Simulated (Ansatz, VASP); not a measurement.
## FeO: VASP and Ansatz over several settings

```
CELL_PARAMETERS angstrom
0.00000 2.16967 2.16967
2.16967 0.00000 2.16967
2.16967 2.16967 0.00000
ATOMIC_POSITIONS crystal
Fe 0.00000 0.00000 0.00000
O 0.50000 0.50000 0.50000
```

Single points on this cell with VASP 6.6.1 and Ansatz 0.2.0. Each row is one pair of runs. Alike in all rows: spin: collinear, typed start; k mesh: 11 × 11 × 11; smearing: fermi-dirac, width 0.05 eV.

| level | VASP's potentials, cutoff | Ansatz's potentials, cutoff | gap on the k mesh at the Fermi level (eV), VASP | gap on the k mesh at the Fermi level (eV), Ansatz | pressure (GPa), VASP | pressure (GPa), Ansatz | net moment per atom (μB), VASP | net moment per atom (μB), Ansatz |
| --- | --- | --- | --- | --- | --- | --- | --- | --- |
| LDA | VASP PAW LDA potentials, release 64 (Fe, O), 520 eV | Ansatz PAW, 420 eV | none | none | -18.3 | -18.5 | 2.00 | 2.00 |
| BLYP+D4 | VASP PAW PBE potentials, release 64 (Fe, O), 520 eV | Ansatz PAW, 420 eV | none | none | -5.3 | -5.4 | 2.00 | 2.00 |
| LDA | VASP PAW LDA potentials, release 64 (Fe, O), 520 eV | JTH PAW LDA, 1380 eV | none | none | -18.4 | -18.5 | 2.00 | 2.00 |

Pressure (GPa): the two programs differ by at most 0.3; net moment per atom (μB): the two programs differ by at most 0.002.

VASP's potentials hold 14 valence electrons a cell and Ansatz's 22, so a difference there can come from the potentials and not from the codes.

A gap of «none» marks a metal or a gap that the smearing closes.
